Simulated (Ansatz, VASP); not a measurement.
**AgCl: VASP beside Ansatz**

The input INCAR:

```
PREC = Accurate ; ENCUT = 520
EDIFF = 1E-8 ; ISMEAR = 0
SIGMA = 0.01 ; LREAL = Auto
LASPH = T ; NELM = 100
ALGO = Normal ; ISIF = 2
LWAVE = F ; LCHARG = F
GGA = PE ; LEFG = T
NBANDS = 126
```

Contents of KPOINTS:

```
regular mesh
0
Gamma
  4 4 3
```

Contents of POSCAR:

```
AgCl
1.0
    5.0055000000     -4.9535000000      0.0000000000
    0.0000000000      9.9070000000      0.0000000000
    0.0000000000      0.0000000000      8.1900000000
Ag Cl
12 12
Direct
    0.3333333333      0.0679683983      0.1250000000
    0.3333333333      0.0679683983      0.6250000000
    0.6666666667      0.7346350649      0.1250000000
    0.6666666667      0.7346350649      0.6250000000
    0.0000000000      0.4013017316      0.1250000000
    0.0000000000      0.4013017316      0.6250000000
    0.3333333333      0.2653649351      0.3750000000
    0.3333333333      0.2653649351      0.8750000000
    0.6666666667      0.9320316017      0.3750000000
    0.6666666667      0.9320316017      0.8750000000
    0.0000000000      0.5986982684      0.3750000000
    0.0000000000      0.5986982684      0.8750000000
    0.3333333333      0.8037109987      0.1250000000
    0.3333333333      0.8037109987      0.6250000000
    0.6666666667      0.4703776653      0.1250000000
    0.6666666667      0.4703776653      0.6250000000
    0.0000000000      0.1370443320      0.1250000000
    0.0000000000      0.1370443320      0.6250000000
    0.3333333333      0.5296223347      0.3750000000
    0.3333333333      0.5296223347      0.8750000000
    0.6666666667      0.1962890013      0.3750000000
    0.6666666667      0.1962890013      0.8750000000
    0.0000000000      0.8629556680      0.3750000000
    0.0000000000      0.8629556680      0.8750000000
```

Input for Ansatz:

```yaml
crystal:
  lattice:
    - [5.0055, -4.9535, 0.0]
    - [0.0, 9.907, 0.0]
    - [0.0, 0.0, 8.19]
  atoms:
    - { symbol: Ag, position: [0.3333333333, 0.0679683983, 0.125] }
    - { symbol: Ag, position: [0.3333333333, 0.0679683983, 0.625] }
    - { symbol: Ag, position: [0.6666666667, 0.7346350649, 0.125] }
    - { symbol: Ag, position: [0.6666666667, 0.7346350649, 0.625] }
    - { symbol: Ag, position: [0.0, 0.4013017316, 0.125] }
    - { symbol: Ag, position: [0.0, 0.4013017316, 0.625] }
    - { symbol: Ag, position: [0.3333333333, 0.2653649351, 0.375] }
    - { symbol: Ag, position: [0.3333333333, 0.2653649351, 0.875] }
    - { symbol: Ag, position: [0.6666666667, 0.9320316017, 0.375] }
    - { symbol: Ag, position: [0.6666666667, 0.9320316017, 0.875] }
    - { symbol: Ag, position: [0.0, 0.5986982684, 0.375] }
    - { symbol: Ag, position: [0.0, 0.5986982684, 0.875] }
    - { symbol: Cl, position: [0.3333333333, 0.8037109987, 0.125] }
    - { symbol: Cl, position: [0.3333333333, 0.8037109987, 0.625] }
    - { symbol: Cl, position: [0.6666666667, 0.4703776653, 0.125] }
    - { symbol: Cl, position: [0.6666666667, 0.4703776653, 0.625] }
    - { symbol: Cl, position: [0.0, 0.137044332, 0.125] }
    - { symbol: Cl, position: [0.0, 0.137044332, 0.625] }
    - { symbol: Cl, position: [0.3333333333, 0.5296223347, 0.375] }
    - { symbol: Cl, position: [0.3333333333, 0.5296223347, 0.875] }
    - { symbol: Cl, position: [0.6666666667, 0.1962890013, 0.375] }
    - { symbol: Cl, position: [0.6666666667, 0.1962890013, 0.875] }
    - { symbol: Cl, position: [0.0, 0.862955668, 0.375] }
    - { symbol: Cl, position: [0.0, 0.862955668, 0.875] }
kpoints:
  mp_grid: { grid: [4, 4, 3] }
scf:
  occupations: { method: fixed }
hamiltonian:
  xc: pbe
  pseudopotentials: { kind: paw }
output:
  forces: true
  efg:
    quadrupole_moments_barn: { Cl: -0.08112 }
    contact_densities: true
  core_levels:
    shells: { Cl: "2p", Ag: "3d" }
    counted_from: valence_top
    eps_inf: [6.08, 6.084, 6.347]
    add_spin: false
```

Alike in both runs: task electric field gradients; functional PBE; k mesh 4 × 4 × 3; no spin polarisation.

|  | VASP | Ansatz |
| --- | --- | --- |
| version | VASP 6.6.1 | Ansatz 0.2.0 |
| potentials or method | VASP PAW PBE potentials, release 64 (Ag, Cl) | plane-wave PAW, scalar-relativistic |
| plane-wave cutoff (eV) | 520 | 420 |
| occupations | gaussian, width 0.01 eV | fixed |
| valence electrons in the cell | 216 | 312 |

Ansatz gave:

* gap on the k mesh at the Fermi level (eV): 0.73
* size of Vzz on the site where it differs most (V/Å²): 16.5

Problem. What did VASP give for the same quantities?

Solution. gap on the k mesh at the Fermi level (eV): 0.72; size of Vzz on the site where it differs most (V/Å²): 20.8.

VASP's potentials hold 216 valence electrons a cell and Ansatz's 312, so a difference there can come from the potentials and not from the codes.
